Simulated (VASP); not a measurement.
# LiH in VASP: further runs

Runs on LiH. Level: HSE06. Tasks: single point.

Program: VASP 6.6.1. These are calculated values, not measurements. Logs are shortened: lines on timing, memory, paths and dates and some standing lists are left out, and cuts for length are marked.

## 1. The cell of the first run

It takes space group P6_3/mmc (No. 194, hexagonal). The conventional cell has a = 3.081 Å, b = 3.081 Å, c = 4.068 Å, α = 90.00°, β = 90.00°, γ = 120.00°. Li (site symmetry -6m2) has 5 H at 1.78 to 2.03 Å within 2.4 Å. Within 2.4 Å of H (site symmetry -6m2) lie 5 Li at 1.78 to 2.03 Å.

## 2. Single point, HSE06 (biaxial xy strain -5.4%)

Input file POSCAR:

```
LiH
1.0
    3.0813172786      0.0000000000      0.0000000000
   -1.5406586393      2.6684990404      0.0000000000
    0.0000000000      0.0000000000      4.0684421498
Li H
2 2
Direct
    0.3333333333      0.6666666667     -0.0625000000
    0.6666666667      0.3333333333      0.4375000000
    0.3333333333      0.6666666667      0.4375000000
    0.6666666667      0.3333333333      0.9375000000
```

Input file INCAR.step1:

```
SYSTEM = LiH
PREC = Accurate
ENCUT = 520
EDIFF = 1E-5
ISMEAR = 0
SIGMA = 0.01
LREAL = .FALSE.
LASPH = .TRUE.
NELM = 60
ALGO = Normal
ISIF = 2
LWAVE = .TRUE.
LCHARG = .FALSE.
GGA = PE
NBANDS = 12
```

Input file INCAR.step2:

```
SYSTEM = LiH
PREC = Accurate
ENCUT = 520
EDIFF = 1E-6
ISMEAR = 0
SIGMA = 0.01
LREAL = .FALSE.
LASPH = .TRUE.
NELM = 60
ALGO = Normal
ISIF = 2
LWAVE = .FALSE.
LCHARG = .FALSE.
GGA = PE
LHFCALC = .TRUE.
HFSCREEN = 0.2079
PRECFOCK = Normal
ISTART = 1
NBANDS = 12
```

Input file KPOINTS:

```
regular mesh
0
G
  6 6 4
  0 0 0
```

Potentials or basis: VASP PAW PBE potentials, release 64 (Li_sv, H).

Run with:

```console
cat potpaw_PBE.64/Li_sv/POTCAR potpaw_PBE.64/H/POTCAR > POTCAR
cp INCAR.step1 INCAR
mpirun -np 1 vasp_std > vasp.out
cp INCAR.step2 INCAR
mpirun -np 1 vasp_std > vasp.out
```

OUTCAR:

```text
SYSTEM = LiH
   PREC = Accurate
   ENCUT = 520
   EDIFF = 1E-6
   ISMEAR = 0
   LREAL = .FALSE.
   LASPH = .TRUE.
   NELM = 60
   ISIF = 2
   GGA = PE
   LHFCALC = .TRUE.
   HFSCREEN = 0.2079
   PRECFOCK = Normal
   ISTART = 1

 ion  position               nearest neighbor table
   1  0.333  0.667  0.938-
   2  0.667  0.333  0.438-
   3  0.333  0.667  0.438-
   4  0.667  0.333  0.938-

  LATTYP: Found a hexagonal cell.
 ALAT       =     3.0813172786
 C/A-ratio  =     1.3203580748

  Lattice vectors:

 A1 = (   3.0813172786,   0.0000000000,   0.0000000000)
 A2 = (  -1.5406586393,   2.6684990404,   0.0000000000)
 A3 = (   0.0000000000,   0.0000000000,   4.0684421498)

Analysis of symmetry for initial positions (statically):
=====================================================================
 Subroutine PRICEL returns:
 Original cell was already a primitive cell.

 Routine SETGRP: Setting up the symmetry group for a
 hexagonal supercell.

 Subroutine GETGRP returns: Found 24 space group operations
 (whereof  6 operations were pure point group operations)
 out of a pool of 24 trial point group operations.

The static configuration has the point symmetry C_3v.
 The point group associated with its full space group is D_6h.

Analysis of symmetry for dynamics (positions and initial velocities):
=====================================================================
 Subroutine PRICEL returns:
 Original cell was already a primitive cell.

 Routine SETGRP: Setting up the symmetry group for a
 hexagonal supercell.

 Subroutine GETGRP returns: Found 24 space group operations
 (whereof  6 operations were pure point group operations)
 out of a pool of 24 trial point group operations.

The dynamic configuration has the point symmetry C_3v.
 The point group associated with its full space group is D_6h.

 Subroutine INISYM returns: Found 24 space group operations
 (whereof  6 operations are pure point group operations),
 and found     1 'primitive' translations

----------------------------------------------------------------------------------------

                                     Primitive cell

  volume of cell :      33.4527

  direct lattice vectors                    reciprocal lattice vectors
     3.081317279  0.000000000  0.000000000     0.324536524  0.187371250  0.000000000
    -1.540658639  2.668499040  0.000000000     0.000000000  0.374742499  0.000000000
     0.000000000  0.000000000  4.068442150     0.000000000  0.000000000  0.245794327

  length of vectors
     3.081317279  3.081317279  4.068442150     0.374742499  0.374742499  0.245794327

  position of ions in fractional coordinates (direct lattice)
     0.333333333  0.666666667  0.937500000
     0.666666667  0.333333333  0.437500000
     0.333333333  0.666666667  0.437500000
     0.666666667  0.333333333  0.937500000

  ion indices of the primitive-cell ions
   primitive index   ion index
                 1           1
                 2           2
                 3           3
                 4           4

----------------------------------------------------------------------------------------

 KPOINTS: regular mesh

Automatic generation of k-mesh.
 Grid dimensions read from file:
 generate k-points for:    6    6    4

 Generating k-lattice:

  Cartesian coordinates                     Fractional coordinates (reciprocal lattice)
     0.054089421  0.031228542  0.000000000     0.166666667 -0.000000000  0.000000000
     0.000000000  0.062457083  0.000000000     0.000000000  0.166666667  0.000000000
     0.000000000  0.000000000  0.061448582     0.000000000  0.000000000  0.250000000

  Length of vectors
     0.062457083  0.062457083  0.061448582

  Shift w.r.t. Gamma in fractional coordinates (k-lattice)
     0.000000000  0.000000000  0.000000000

 Subroutine IBZKPT returns following result:
 ===========================================

 Found     21 irreducible k-points:

 Following reciprocal coordinates:
            Coordinates               Weight
  0.000000  0.000000  0.000000      1.000000
  0.166667  0.000000  0.000000      6.000000
  0.333333  0.000000  0.000000      6.000000
  0.500000  0.000000  0.000000      3.000000
  0.166667  0.166667  0.000000      6.000000
  0.333333  0.166667  0.000000     12.000000
[... 13 lines left out ...]
  0.333333  0.166667  0.500000     12.000000
  0.333333  0.333333  0.500000      2.000000
   k-points           NKPTS =     21   k-points in BZ     NKDIM =    144   number of bands    NBANDS=     12
   number of dos      NEDOS =    301   number of ions     NIONS =      4
   total plane-waves  NPLWV =  17280
   dimension x,y,z NGX =    24 NGY =   24 NGZ =   30
   dimension x,y,z NGXF=    48 NGYF=   48 NGZF=   60
   ions per type =               2   2
   NGX,Y,Z   is equivalent  to a cutoff of  12.95, 12.95, 12.26 a.u.
   NGXF,Y,Z  is equivalent  to a cutoff of  25.90, 25.90, 24.52 a.u.
 SYSTEM =  LiH
   PREC   = accura    normal or accurate (medium, high low for compatibility)
   ISTART =      1    job   : 0-new  1-cont  2-samecut
   ICHARG =      0    charge: 1-file 2-atom 10-const
   ISPIN  =      1    spin polarized calculation?
   LNONCOLLINEAR =      F non collinear calculations
   LSORBIT =      F    spin-orbit coupling
   LASPH  =      T    aspherical Exc in radial PAW
   ENCUT  =  520.0 eV  38.22 Ry    6.18 a.u.   5.73  5.73  7.56*2*pi/ulx,y,z
   NELM   =     60;   NELMIN=  2; NELMDL=  0     # of ELM steps
   EDIFF  = 0.1E-05   stopping-criterion for ELM
   LREAL  =      F    real-space projection
   EDIFFG = 0.1E-04   stopping-criterion for IOM
   NSW    =      0    number of steps for IOM
   IBRION =     -1    ionic relax: 0-MD 1-quasi-New 2-CG
   NFREE  =      0    steps in history (QN), initial steepest desc. (CG)
   ISIF   =      2    stress and relaxation
   ISYM   =      3    0-nonsym 1-usesym 2-fastsym
   POTIM  = 0.5000    time-step for ionic-motion
   TEBEG  =    0.0;   TEEND  =   0.0 temperature during run
   PSTRESS=    0.0 pullay stress
   NELECT =       8.0000    total number of electrons
   NUPDOWN=      -1.0000    fix difference up-down
   EMIN   =  10.00;   EMAX   =-10.00  energy-range for DOS
   EFERMI =   0.00;   METHOD = LEGACY
   ISMEAR =     0;   SIGMA  =   0.01  broadening in eV -4-tet -1-fermi 0-gaus
   EFERMI_NEDOS =   21; number of points for ismear=-14 and -15
   IALGO  =     38    algorithm
   IMIX   =      1    mixing-type and parameters
     AMIX     =   0.40;   BMIX     =  1.00
     AMIX_MAG =   1.60;   BMIX_MAG =  1.00
  volume/ion in A,a.u.               =       8.36        56.44
  Fermi-wavevector in a.u.,A,eV,Ry     =   1.016157  1.920259 14.049046  1.032576
  Thomas-Fermi vector in A             =   2.149485
   LORBIT       =      0    0 simple, 1 ext, 2 COOP (PROOUT), +10 PAW based schemes
   GGA     = PE    functional components
   LHFCALC =     T    Hartree Fock is set to
   PRECFOCK=normal    Normal, Fast or Accurate (Low or Medium for compatibility)
   ENCUT4O =  -1.0   cutoff for four orbital integrals eV
   NKREDX  =     1    reduce k-point grid by
   NKREDY  =     1    reduce k-point grid by
   NKREDZ  =     1    reduce k-point grid by
   AEXX    =    0.2500 exact exchange contribution
   HFSCREEN=    0.2079 screening length (either q_TF or 0.3 A-1)
   HFSCREENC=   0.2079 screening length for correlation (either q_TF or 0.3 A-1)
   ENCUTFOCK=  -1.0 apply spherical cutoff to Coloumb kernel
   IVDW    =     0    specifies the selected vdW correction
   LEPSILON=     F    determine dielectric tensor
   LRPA    =     F    only Hartree local field effects (RPA)
 non-spin polarized calculation
 Gauss-broadening in eV      SIGMA  =   0.01
  energy-cutoff  :      520.00
  volume of cell :       33.45
 maximum number of plane-waves:       916
 NGX is ok and might be reduce to    24
  NGX = 18; NGY = 18; NGZ = 24

 number of electron       7.9999988 magnetization

 Free energy of the ion-electron system (eV)
  ---------------------------------------------------
  ext. energy  EPLUGINS =         0.00000000
  ---------------------------------------------------
  free energy    TOTEN  =       -13.41547688 eV

  energy without entropy =      -13.41547688  energy(sigma->0) =      -13.41547688

 E-fermi :  -0.4247     XC(G=0):  -6.9050

 val. band max:       -0.6143465770   @ k =   0.0000   0.0000   0.0000
 cond. band min:       2.3674568638   @ k =   0.3333   0.3333   0.0000
 fundamental gap:      2.9818034409
 Fermi energy:        -0.4246831877

 k-point     1 :       0.0000    0.0000    0.0000
  band No.  band energies     occupation
      1     -47.8807      2.00000
      2     -47.8009      2.00000
      3      -6.6024      2.00000
      4      -0.6143      2.00000
      5       3.1529      0.00000
      6      12.9873      0.00000
      7      12.9873      0.00000
      8      13.5894      0.00000
      9      15.7636      0.00000
     10      15.7636      0.00000
     11      17.5388      0.00000
     12      20.3530      0.00000

 k-point     2 :       0.1667    0.0000    0.0000
  band No.  band energies     occupation
      1     -47.8717      2.00000
      2     -47.8016      2.00000
      3      -6.1981      2.00000
      4      -0.7774      2.00000
      5       3.7496      0.00000
      6       9.5756      0.00000
      7      11.2136      0.00000
      8      13.1170      0.00000
      9      16.5921      0.00000
     10      17.4072      0.00000
     11      17.5667      0.00000
     12      17.5841      0.00000

 k-point     3 :       0.3333    0.0000    0.0000
  band No.  band energies     occupation
      1     -47.8508      2.00000
      2     -47.8054      2.00000
      3      -5.0205      2.00000
      4      -1.5135      2.00000
      5       5.4999      0.00000
      6       6.3970      0.00000
      7       9.5635      0.00000
      8      11.4517      0.00000
      9      12.7365      0.00000
     10      16.7491      0.00000
     11      16.9315      0.00000
     12      18.1197      0.00000

 k-point     4 :       0.5000    0.0000    0.0000
  band No.  band energies     occupation
      1     -47.8368      2.00000
      2     -47.8110      2.00000
      3      -3.6119      2.00000
      4      -2.7785      2.00000
      5       5.3976      0.00000
      6       7.6356      0.00000
      7       8.9933      0.00000
      8       9.5447      0.00000
      9      10.4533      0.00000
     10      16.2556      0.00000
     11      17.6204      0.00000
     12      18.3973      0.00000

 k-point     5 :       0.1667    0.1667    0.0000
  band No.  band energies     occupation
      1     -47.8566      2.00000
      2     -47.8039      2.00000
      3      -5.4022      2.00000
      4      -1.1577      2.00000
      5       4.9268      0.00000
      6       6.3945      0.00000
      7      10.2879      0.00000
      8      13.7200      0.00000
      9      14.1565      0.00000
     10      14.5787      0.00000
     11      17.2350      0.00000
     12      17.4042      0.00000
[... 183 lines left out ...]
      1     -47.8229      2.00000
      2     -47.8229      2.00000
      3      -3.2242      2.00000
      4      -3.2242      2.00000
      5       5.0875      0.00000
      6       5.0875      0.00000
      7      11.2359      0.00000
      8      11.2359      0.00000
      9      13.1615      0.00000
     10      13.1615      0.00000
     11      17.2645      0.00000
     12      17.2645      0.00000

 k-point    19 :       0.1667    0.1667    0.5000
  band No.  band energies     occupation
      1     -47.8294      2.00000
      2     -47.8294      2.00000
      3      -3.9781      2.00000
      4      -3.9781      2.00000
      5       7.4863      0.00000
      6       7.4863      0.00000
      7      10.5877      0.00000
      8      10.5877      0.00000
      9      14.5965      0.00000
     10      14.5965      0.00000
     11      17.3723      0.00000
     12      17.3723      0.00000

 k-point    20 :       0.3333    0.1667    0.5000
  band No.  band energies     occupation
      1     -47.8230      2.00000
      2     -47.8230      2.00000
      3      -3.2118      2.00000
      4      -3.2118      2.00000
      5       5.3144      0.00000
      6       5.3144      0.00000
      7       9.4772      0.00000
      8       9.4772      0.00000
      9      15.4104      0.00000
     10      15.4104      0.00000
     11      18.1699      0.00000
     12      18.1699      0.00000

 k-point    21 :       0.3333    0.3333    0.5000
  band No.  band energies     occupation
      1     -47.8208      2.00000
      2     -47.8208      2.00000
      3      -2.8677      2.00000
      4      -2.8677      2.00000
      5       4.7108      0.00000
      6       4.7108      0.00000
      7       8.5093      0.00000
      8       8.5093      0.00000
      9      16.5127      0.00000
     10      16.5127      0.00000
     11      20.6594      0.00000
     12      20.6594      0.00000

------------------------ aborting loop because EDIFF is reached ----------------------------------------

  FORCE on cell =-STRESS in cart. coord.  units (eV):
  Direction    XX          YY          ZZ          XY          YZ          ZX
  --------------------------------------------------------------------------------------
  -------------------------------------------------------------------------------------
  Total        1.0336654      1.0336654      0.2011846      0.0000000     -0.0000000     -0.0000000
  in kB       49.5061245     49.5061245      9.6354879      0.0000000     -0.0000000     -0.0000000
  external PRESSURE =      36.2159123 kB  Pullay stress =       0.0000000 kB

 VOLUME and BASIS-vectors are now :
 -----------------------------------------------------------------------------
  energy-cutoff  :      520.00
  volume of cell :       33.45
      direct lattice vectors                 reciprocal lattice vectors
     3.081317279  0.000000000  0.000000000     0.324536524  0.187371250  0.000000000
    -1.540658639  2.668499040  0.000000000     0.000000000  0.374742499  0.000000000
     0.000000000  0.000000000  4.068442150     0.000000000  0.000000000  0.245794327

 POSITION                                       TOTAL-FORCE (eV/Angst)
 -----------------------------------------------------------------------------------
     -0.00000      1.77900      3.81416         0.000000     -0.000000      0.000000
      1.54066      0.88950      1.77994        -0.000000      0.000000     -0.000000
     -0.00000      1.77900      1.77994         0.000000      0.000000      0.000000
      1.54066      0.88950      3.81416         0.000000      0.000000      0.000000
 -----------------------------------------------------------------------------------
    total drift:                                0.000000      0.000001      0.000022

  FREE ENERGIE OF THE ION-ELECTRON SYSTEM (eV)
  ---------------------------------------------------
  free  energy   TOTEN  =       -13.4154768790 eV

  energy  without entropy=      -13.4154768790  energy(sigma->0) =      -13.41547688
```

Wall time 9.1 min (1 thread of Intel Xeon 8259CL, shared host); peak memory 0.25 GiB.

Results:

* Free energy: -13.4155 eV
* Band gap on the k mesh: 2.98 eV (least direct gap 3.77 eV)

Caveat: the cell differs from its parent crystal (biaxial xy strain -5.4%); the cutoff is under 1.25 times the usual one of these potentials, so pressure, stress and relaxed cells hold a basis-set (Pulay) error; the structure was generated, so it needn't be the stable form of LiH; the PAW data sets were made with another functional, which shifts forces and pressure a little.

## 3. Single point, HSE06 (uniaxial x strain -5.0%)

Input file POSCAR:

```
LiH
1.0
    3.0933638487      0.0000000000      0.0000000000
   -1.5466819244      2.8196312768      0.0000000000
    0.0000000000      0.0000000000      4.0684421498
Li H
2 2
Direct
    0.3367184244      0.6734368488     -0.0625000000
    0.6632815756      0.3265631512      0.4375000000
    0.3371579721      0.6743159443      0.4375000000
    0.6628420279      0.3256840557      0.9375000000
```

Input file INCAR.step1:

```
SYSTEM = LiH
PREC = Accurate ; ENCUT = 520
EDIFF = 1E-5 ; ISMEAR = 0
SIGMA = 0.01 ; LREAL = .False.
LASPH = .True. ; NELM = 60
ALGO = Normal ; ISIF = 2
LWAVE = .True. ; LCHARG = .False.
GGA = PE ; NBANDS = 12
```

Input file INCAR.step2:

```
SYSTEM = LiH
PREC = Accurate ; ENCUT = 520
EDIFF = 1E-6 ; ISMEAR = 0
SIGMA = 0.01 ; LREAL = .False.
LASPH = .True. ; NELM = 60
ALGO = Normal ; ISIF = 2
LWAVE = .False. ; LCHARG = .False.
GGA = PE ; LHFCALC = .True.
HFSCREEN = 0.2079 ; PRECFOCK = Normal
ISTART = 1 ; NBANDS = 12
```

Input file KPOINTS:

```
regular mesh
0
Gamma
  6 6 4
  0 0 0
```

Potentials or basis: VASP PAW PBE potentials, release 64 (Li_sv, H).

Run with:

```console
cat potpaw_PBE.64/Li_sv/POTCAR potpaw_PBE.64/H/POTCAR > POTCAR
cp INCAR.step1 INCAR
mpirun -np 1 vasp_std > vasp.out
cp INCAR.step2 INCAR
mpirun -np 1 vasp_std > vasp.out
```

Wall time 21 min (1 thread of Intel Xeon 8259CL, shared host); peak memory 0.26 GiB.

The run converged. Its results:

| Property | Result |
| --- | --- |
| Free energy | -13.4567 eV |
| Band gap on the k mesh | 2.86 eV (least direct gap 3.93 eV) |

Forces on the atoms (eV/Å):
```
Li   0.000  0.002  0.000
Li   0.000 -0.002  0.000
H    0.000  0.000  0.000
H    0.000  0.000  0.000
```

Levels at points of the mesh, in eV from the valence-band top:
```csv
k point,band 1,band 2,band 3,band 4,band 5,band 6,band 7,band 8
"(0.00, 0.00, 0.00)",-47.46,-47.39,-5.90,0.00,3.93,12.11,13.23,13.59
"(0.50, 0.00, 0.00)",-47.43,-47.40,-2.94,-2.04,5.57,8.21,8.68,10.12
"(0.00, 0.50, 0.00)",-47.43,-47.41,-3.22,-2.36,6.01,7.89,9.72,9.72
"(0.00, 0.00, 0.50)",-47.43,-47.43,-4.17,-4.17,11.12,11.12,14.32,14.32
"(0.50, 0.00, 0.50)",-47.41,-47.41,-2.52,-2.52,5.51,5.51,10.94,10.94
"(0.00, 0.50, 0.50)",-47.42,-47.42,-2.80,-2.80,5.40,5.40,11.96,11.96
```

Caveat: the cell differs from its parent crystal (uniaxial x strain -5.0%); the cutoff is under 1.25 times the usual one of these potentials, so pressure, stress and relaxed cells hold a basis-set (Pulay) error; the structure was generated, so it needn't be the stable form of LiH; the PAW data sets were made with another functional, which shifts forces and pressure a little. A k mesh can miss the band edges.
